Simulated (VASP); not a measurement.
# S (Fm-3m) in VASP: a series of runs

S is run at these levels: PBEsol; tasks: single point.

Everything below comes from runs of VASP 6.6.1. Logs are shortened: lines on timing, memory, paths and dates and some standing lists are left out, and cuts for length are marked.

## 1. The cell of the first run

Symmetry: Fm-3m, No. 225, cubic system. The conventional cell has a = 3.989 Å, b = 3.989 Å, c = 3.989 Å, α = 90.00°, β = 90.00°, γ = 90.00°. S (site symmetry m-3m) has 12 S at 2.82 Å within 3.7 Å.

## 2. Single point, PBEsol

File INCAR:

```
  PREC = Accurate
  ENCUT = 520
  EDIFF = 1E-6
  ISMEAR = 0
  SIGMA = 0.15
  LREAL = False
  LASPH = True
  NELM = 60
  ALGO = Normal
  ISIF = 2
  LWAVE = False
  LCHARG = False
  GGA = PS
  NBANDS = 9
```

File KPOINTS:

```
regular mesh
0
Gamma
  20 20 20
```

File POSCAR:

```
S
1.0
    0.0000000000      1.9943503440      1.9943503440
    1.9943503440      0.0000000000      1.9943503440
    1.9943503440      1.9943503440      0.0000000000
S
1
Direct
    0.0000000000      0.0000000000      0.0000000000
```

Potentials or basis: VASP PAW PBE potentials, release 64 (S).

Started as:

```sh
$ cat potpaw_PBE.64/S/POTCAR > POTCAR
$ mpirun -np 1 vasp_std > vasp.out
```

OUTCAR:

```text
PREC = Accurate
   ENCUT = 520
   EDIFF = 1E-6
   ISMEAR = 0
   LREAL = False
   LASPH = True
   NELM = 60
   ISIF = 2
   GGA = PS

 ion  position               nearest neighbor table
   1  0.000  0.000  0.000-

  LATTYP: Found a face centered cubic cell.
 ALAT       =     3.9887006880

  Lattice vectors:

 A1 = (   0.0000000000,   1.9943503440,   1.9943503440)
 A2 = (   1.9943503440,   0.0000000000,   1.9943503440)
 A3 = (   1.9943503440,   1.9943503440,   0.0000000000)

Analysis of symmetry for initial positions (statically):
=====================================================================
 Subroutine PRICEL returns:
 Original cell was already a primitive cell.

 Routine SETGRP: Setting up the symmetry group for a
 face centered cubic supercell.

 Subroutine GETGRP returns: Found 48 space group operations
 (whereof 48 operations were pure point group operations)
 out of a pool of 48 trial point group operations.

The static configuration has the point symmetry O_h .

Analysis of symmetry for dynamics (positions and initial velocities):
=====================================================================
 Subroutine PRICEL returns:
 Original cell was already a primitive cell.

 Routine SETGRP: Setting up the symmetry group for a
 face centered cubic supercell.

 Subroutine GETGRP returns: Found 48 space group operations
 (whereof 48 operations were pure point group operations)
 out of a pool of 48 trial point group operations.

The dynamic configuration has the point symmetry O_h .

 Subroutine INISYM returns: Found 48 space group operations
 (whereof 48 operations are pure point group operations),
 and found     1 'primitive' translations

----------------------------------------------------------------------------------------

                                     Primitive cell

  volume of cell :      15.8648

  direct lattice vectors                    reciprocal lattice vectors
     0.000000000  1.994350344  1.994350344    -0.250708208  0.250708208  0.250708208
     1.994350344  0.000000000  1.994350344     0.250708208 -0.250708208  0.250708208
     1.994350344  1.994350344  0.000000000     0.250708208  0.250708208 -0.250708208

  length of vectors
     2.820437305  2.820437305  2.820437305     0.434239353  0.434239353  0.434239353

  position of ions in fractional coordinates (direct lattice)
     0.000000000  0.000000000  0.000000000

  ion indices of the primitive-cell ions
   primitive index   ion index
                 1           1

----------------------------------------------------------------------------------------

 KPOINTS: regular mesh

Automatic generation of k-mesh.
 Grid dimensions read from file:
 generate k-points for:   20   20   20

 Generating k-lattice:

  Cartesian coordinates                     Fractional coordinates (reciprocal lattice)
    -0.012535410  0.012535410  0.012535410     0.050000000  0.000000000  0.000000000
     0.012535410 -0.012535410  0.012535410     0.000000000  0.050000000  0.000000000
     0.012535410  0.012535410 -0.012535410     0.000000000  0.000000000  0.050000000

  Length of vectors
     0.021711968  0.021711968  0.021711968

  Shift w.r.t. Gamma in fractional coordinates (k-lattice)
     0.000000000  0.000000000  0.000000000

 Subroutine IBZKPT returns following result:
 ===========================================

 Found    256 irreducible k-points:

 Following reciprocal coordinates:
            Coordinates               Weight
  0.000000  0.000000  0.000000      1.000000
  0.050000  0.000000  0.000000      8.000000
  0.100000  0.000000  0.000000      8.000000
  0.150000  0.000000  0.000000      8.000000
  0.200000  0.000000  0.000000      8.000000
  0.250000  0.000000  0.000000      8.000000
[... 16 lines left out ...]
 -0.400000  0.050000  0.000000     24.000000
 -0.350000  0.050000  0.000000     24.000000
 [... further k-points ...]
   k-points           NKPTS =    256   k-points in BZ     NKDIM =    256   number of bands    NBANDS=      9
   number of dos      NEDOS =    301   number of ions     NIONS =      1
   total plane-waves  NPLWV =  13824
   dimension x,y,z NGX =    24 NGY =   24 NGZ =   24
   dimension x,y,z NGXF=    48 NGYF=   48 NGZF=   48
   ions per type =               1
   NGX,Y,Z   is equivalent  to a cutoff of  14.15, 14.15, 14.15 a.u.
   NGXF,Y,Z  is equivalent  to a cutoff of  28.29, 28.29, 28.29 a.u.
 SYSTEM =  unknown system
   PREC   = accura    normal or accurate (medium, high low for compatibility)
   ISTART =      0    job   : 0-new  1-cont  2-samecut
   ICHARG =      2    charge: 1-file 2-atom 10-const
   ISPIN  =      1    spin polarized calculation?
   LNONCOLLINEAR =      F non collinear calculations
   LSORBIT =      F    spin-orbit coupling
   LASPH  =      T    aspherical Exc in radial PAW
   ENCUT  =  520.0 eV  38.22 Ry    6.18 a.u.   5.24  5.24  5.24*2*pi/ulx,y,z
   NELM   =     60;   NELMIN=  2; NELMDL= -5     # of ELM steps
   EDIFF  = 0.1E-05   stopping-criterion for ELM
   LREAL  =      F    real-space projection
   EDIFFG = 0.1E-04   stopping-criterion for IOM
   NSW    =      0    number of steps for IOM
   IBRION =     -1    ionic relax: 0-MD 1-quasi-New 2-CG
   NFREE  =      0    steps in history (QN), initial steepest desc. (CG)
   ISIF   =      2    stress and relaxation
   ISYM   =      2    0-nonsym 1-usesym 2-fastsym
   POTIM  = 0.5000    time-step for ionic-motion
   TEBEG  =    0.0;   TEEND  =   0.0 temperature during run
   PSTRESS=    0.0 pullay stress
   NELECT =       6.0000    total number of electrons
   NUPDOWN=      -1.0000    fix difference up-down
   EMIN   =  10.00;   EMAX   =-10.00  energy-range for DOS
   EFERMI =   0.00;   METHOD = LEGACY
   ISMEAR =     0;   SIGMA  =   0.15  broadening in eV -4-tet -1-fermi 0-gaus
   EFERMI_NEDOS =   21; number of points for ismear=-14 and -15
   IALGO  =     38    algorithm
   IMIX   =      4    mixing-type and parameters
     AMIX     =   0.40;   BMIX     =  1.00
     AMIX_MAG =   1.60;   BMIX_MAG =  1.00
  volume/ion in A,a.u.               =      15.86       107.06
  Fermi-wavevector in a.u.,A,eV,Ry     =   1.183897  2.237240 19.070080  1.401611
  Thomas-Fermi vector in A             =   2.320122
   LORBIT       =      0    0 simple, 1 ext, 2 COOP (PROOUT), +10 PAW based schemes
   GGA     = PS    functional components
   LHFCALC =     F    Hartree Fock is set to
   AEXX    =    0.0000 exact exchange contribution
   IVDW    =     0    specifies the selected vdW correction
   LEPSILON=     F    determine dielectric tensor
   LRPA    =     F    only Hartree local field effects (RPA)
 non-spin polarized calculation
 Gauss-broadening in eV      SIGMA  =   0.15
  energy-cutoff  :      520.00
  volume of cell :       15.86
 maximum number of plane-waves:       444
 NGX is ok and might be reduce to    24
   NGX = 11   NGY = 11   NGZ = 11

 number of electron       5.9999999 magnetization

 Free energy of the ion-electron system (eV)
  ---------------------------------------------------
  ext. energy  EPLUGINS =         0.00000000
  ---------------------------------------------------
  free energy    TOTEN  =        -3.32540528 eV

  energy without entropy =       -3.31610369  energy(sigma->0) =       -3.32075449

 E-fermi :   7.3701     XC(G=0): -11.3018

 val. band max:        7.3627903995   @ k =   0.3500   0.3000   0.0000
 cond. band min:       7.3715414467   @ k =  -0.3000   0.1500   0.0500
 fundamental gap:      0.0087510472
 Fermi energy:         7.3701396537

 k-point     1 :       0.0000    0.0000    0.0000
  band No.  band energies     occupation
      1      -9.3381      2.00000
      2      10.5829      0.00000
      3      10.5829      0.00000
      4      10.5829      0.00000
      5      19.4782      0.00000
      6      19.4782      0.00000
      7      19.4782      0.00000
      8      21.5536      0.00000
      9      24.8671      0.00000

 k-point     2 :       0.0500    0.0000    0.0000
  band No.  band energies     occupation
      1      -9.2788      2.00000
      2      10.2381      0.00000
      3      10.5375      0.00000
      4      10.5375      0.00000
      5      19.3559      0.00000
      6      19.5840      0.00000
      7      19.5840      0.00000
      8      21.7537      0.00000
      9      24.6664      0.00000

 k-point     3 :       0.1000    0.0000    0.0000
  band No.  band energies     occupation
      1      -9.1015      2.00000
      2       9.3164      0.00000
      3      10.4117      0.00000
      4      10.4117      0.00000
      5      19.0070      0.00000
      6      19.8630      0.00000
      7      19.8630      0.00000
      8      22.3512      0.00000
      9      24.2056      0.00000

 k-point     4 :       0.1500    0.0000    0.0000
  band No.  band energies     occupation
      1      -8.8086      2.00000
      2       8.0396      0.00000
      3      10.2311      0.00000
      4      10.2311      0.00000
      5      18.5453      0.00000
      6      20.1813      0.00000
      7      20.1813      0.00000
      8      23.2176      0.00000
      9      23.7923      0.00000
[... 205 lines left out ...]
 k-point    22 :      -0.4500    0.0500    0.0000
  band No.  band energies     occupation
      1      -5.2737      2.00000
      2       0.1212      2.00000
      3       8.9183      0.00000
      4       9.2640      0.00000
      5      17.0321      0.00000
      6      18.4901      0.00000
      7      18.8447      0.00000
      8      24.7979      0.00000
      9      28.5766      0.00000

 k-point    23 :      -0.4000    0.0500    0.0000
  band No.  band energies     occupation
      1      -5.7358      2.00000
      2       0.8264      2.00000
      3       8.9039      0.00000
      4       9.3928      0.00000
      5      17.1180      0.00000
      6      18.7184      0.00000
      7      18.9303      0.00000
      8      24.9190      0.00000
      9      27.4380      0.00000

 k-point    24 :      -0.3500    0.0500    0.0000
  band No.  band energies     occupation
      1      -6.3738      2.00000
      2       1.9097      2.00000
      3       8.9462      0.00000
      4       9.5590      0.00000
      5      17.2673      0.00000
      6      19.0735      0.00000
      7      19.1508      0.00000
      8      25.0302      0.00000
      9      26.1311      0.00000

 [... further k-points ...]

------------------------ aborting loop because EDIFF is reached ----------------------------------------

  FORCE on cell =-STRESS in cart. coord.  units (eV):
  Direction    XX          YY          ZZ          XY          YZ          ZX
  --------------------------------------------------------------------------------------
  -------------------------------------------------------------------------------------
  Total       -0.5107645     -0.5107645     -0.5107645      0.0000000     -0.0000000      0.0000000
  in kB      -51.5818528    -51.5818528    -51.5818528      0.0000000     -0.0000000      0.0000000
  external PRESSURE =     -51.5818528 kB  Pullay stress =       0.0000000 kB

 VOLUME and BASIS-vectors are now :
 -----------------------------------------------------------------------------
  energy-cutoff  :      520.00
  volume of cell :       15.86
      direct lattice vectors                 reciprocal lattice vectors
     0.000000000  1.994350344  1.994350344    -0.250708208  0.250708208  0.250708208
     1.994350344  0.000000000  1.994350344     0.250708208 -0.250708208  0.250708208
     1.994350344  1.994350344  0.000000000     0.250708208  0.250708208 -0.250708208

 POSITION                                       TOTAL-FORCE (eV/Angst)
 -----------------------------------------------------------------------------------
      0.00000      0.00000      0.00000         0.000000      0.000000      0.000000
 -----------------------------------------------------------------------------------
    total drift:                                0.000000     -0.000000     -0.000000

  FREE ENERGIE OF THE ION-ELECTRON SYSTEM (eV)
  ---------------------------------------------------
  free  energy   TOTEN  =        -3.3254052783 eV

  energy  without entropy=       -3.3161036918  energy(sigma->0) =       -3.32075449
```

It took 7.8 s on 1 thread of Intel Xeon 6975P-C (Granite Rapids), shared host; peak memory 0.15 GiB.

Results:

| Property | Result |
| --- | --- |
| Free energy | -3.3254 eV |
| Pressure | -5.2 GPa |
| Band gap on the k mesh | zero (band 3 reaches 10.58 eV, above the bottom of band 4 at 4.81 eV) |

Levels at points of the mesh, in eV from the Fermi level:
```tsv
k point	band 1	band 2	band 3	band 4	band 5	band 6
(0.00, 0.00, 0.00)	-16.71	3.21	3.21	3.21	12.11	12.11
(0.50, 0.00, 0.00)	-12.58	-7.45	1.91	1.91	9.38	11.31
(0.50, 0.50, 0.00)	-10.93	-6.44	-0.83	-0.83	5.27	5.83
```

Caveat: the PAW data sets were made with another functional, which shifts forces and pressure a little.

## 3. Single point, PBEsol

File INCAR:

```
ALGO = Normal
EDIFF = 1E-6
ENCUT = 520
GGA = PS
ISIF = 2
ISMEAR = 0
LASPH = True
LCHARG = False
LREAL = False
LWAVE = False
NBANDS = 9
NELM = 80
PREC = Accurate
SIGMA = 0.15
```

File KPOINTS:

```
k-points
0
Gamma
  22 22 22
```

POSCAR is that of step 2.

Potentials or basis: VASP PAW PBE potentials, release 64 (S).

Started as:

```sh
$ cat potpaw_PBE.64/S/POTCAR > POTCAR
$ mpirun -np 1 vasp_std > vasp.out
```

OUTCAR:

```text
EDIFF = 1E-6
   ENCUT = 520
   GGA = PS
   ISIF = 2
   ISMEAR = 0
   LASPH = True
   LREAL = False
   NELM = 80
   PREC = Accurate

 ion  position               nearest neighbor table
   1  0.000  0.000  0.000-

  LATTYP: Found a face centered cubic cell.
 ALAT       =     3.9887006880

  Lattice vectors:

 A1 = (   0.0000000000,   1.9943503440,   1.9943503440)
 A2 = (   1.9943503440,   0.0000000000,   1.9943503440)
 A3 = (   1.9943503440,   1.9943503440,   0.0000000000)

Analysis of symmetry for initial positions (statically):
=====================================================================
 Subroutine PRICEL returns:
 Original cell was already a primitive cell.

 Routine SETGRP: Setting up the symmetry group for a
 face centered cubic supercell.

 Subroutine GETGRP returns: Found 48 space group operations
 (whereof 48 operations were pure point group operations)
 out of a pool of 48 trial point group operations.

The static configuration has the point symmetry O_h .

Analysis of symmetry for dynamics (positions and initial velocities):
=====================================================================
[... 163 lines left out ...]

 k-point     1 :       0.0000    0.0000    0.0000
  band No.  band energies     occupation
      1      -9.3379      2.00000
      2      10.5832      0.00000
      3      10.5832      0.00000
      4      10.5832      0.00000
      5      19.4784      0.00000
      6      19.4784      0.00000
      7      19.4784      0.00000
      8      21.5538      0.00000
      9      24.8673      0.00000
[... 265 lines left out ...]
 k-point    24 :      -0.4545    0.0455    0.0000
  band No.  band energies     occupation
      1      -5.2634      2.00000
      2       0.0869      2.00000
      3       8.9796      0.00000
      4       9.2676      0.00000
      5      16.9878      0.00000
      6      18.5187      0.00000
      7      18.8170      0.00000
      8      24.7183      0.00000
      9      28.6743      0.00000

 [... further k-points ...]

------------------------ aborting loop because EDIFF is reached ----------------------------------------

  FORCE on cell =-STRESS in cart. coord.  units (eV):
  Direction    XX          YY          ZZ          XY          YZ          ZX
  --------------------------------------------------------------------------------------
  -------------------------------------------------------------------------------------
  Total       -0.5097537     -0.5097537     -0.5097537      0.0000000     -0.0000000      0.0000000
  in kB      -51.4797710    -51.4797710    -51.4797710      0.0000000     -0.0000000      0.0000000
  external PRESSURE =     -51.4797710 kB  Pullay stress =       0.0000000 kB

 VOLUME and BASIS-vectors are now :
 -----------------------------------------------------------------------------
  energy-cutoff  :      520.00
  volume of cell :       15.86
      direct lattice vectors                 reciprocal lattice vectors
     0.000000000  1.994350344  1.994350344    -0.250708208  0.250708208  0.250708208
     1.994350344  0.000000000  1.994350344     0.250708208 -0.250708208  0.250708208
     1.994350344  1.994350344  0.000000000     0.250708208  0.250708208 -0.250708208

 POSITION                                       TOTAL-FORCE (eV/Angst)
 -----------------------------------------------------------------------------------
      0.00000      0.00000      0.00000        -0.000000      0.000000      0.000000
 -----------------------------------------------------------------------------------
    total drift:                                0.000000      0.000000     -0.000000

  FREE ENERGIE OF THE ION-ELECTRON SYSTEM (eV)
  ---------------------------------------------------
  free  energy   TOTEN  =        -3.3261161358 eV

  energy  without entropy=       -3.3174229637  energy(sigma->0) =       -3.32176955
```

OSZICAR:

```text
N       E                     dE             d eps       ncg     rms          rms(c)
DAV:   1     0.738584625054E+01    0.73858E+01   -0.29199E+03  6040   0.560E+02
DAV:   2    -0.309545891954E+01   -0.10481E+02   -0.10040E+02  8721   0.764E+01
DAV:   3    -0.333377805559E+01   -0.23832E+00   -0.23537E+00  6965   0.981E+00
DAV:   4    -0.333445760487E+01   -0.67955E-03   -0.67948E-03  8358   0.606E-01
DAV:   5    -0.333445837553E+01   -0.77067E-06   -0.77048E-06  6985   0.172E-02    0.775E+00
DAV:   6    -0.332775203505E+01    0.67063E-02   -0.79321E-03  6398   0.459E-01    0.464E+00
DAV:   7    -0.332626485112E+01    0.14872E-02   -0.11423E-02  6258   0.563E-01    0.199E-01
DAV:   8    -0.332611580135E+01    0.14905E-03   -0.59712E-04  6363   0.129E-01    0.247E-02
DAV:   9    -0.332611613578E+01   -0.33443E-06   -0.40613E-06  7104   0.164E-02
   1 F= -.33261161E+01 E0= -.33217695E+01  d E =-.869317E-02
```

Run time: 10 s. Hardware: 1 thread of Intel Xeon 6975P-C (Granite Rapids), shared host; peak memory 0.16 GiB.

What came out:

```yaml
Free_energy: -3.3261 eV
Pressure: -5.1 GPa
Band_gap_on_the_k_mesh: zero (band 3 reaches 10.58 eV, above the bottom of band 4 at 4.84 eV)
```

Levels at points of the mesh, in eV from the Fermi level:
```
           k point  band 1  band 2  band 3  band 4  band 5  band 6
(0.00, 0.00, 0.00)  -16.73    3.19    3.19    3.19   12.09   12.09
(0.50, 0.00, 0.00)  -12.60   -7.47    1.89    1.89    9.36   11.29
(0.50, 0.50, 0.00)  -10.95   -6.46   -0.85   -0.85    5.25    5.81
```

Caveat: the PAW data sets were made with another functional, which shifts forces and pressure a little.
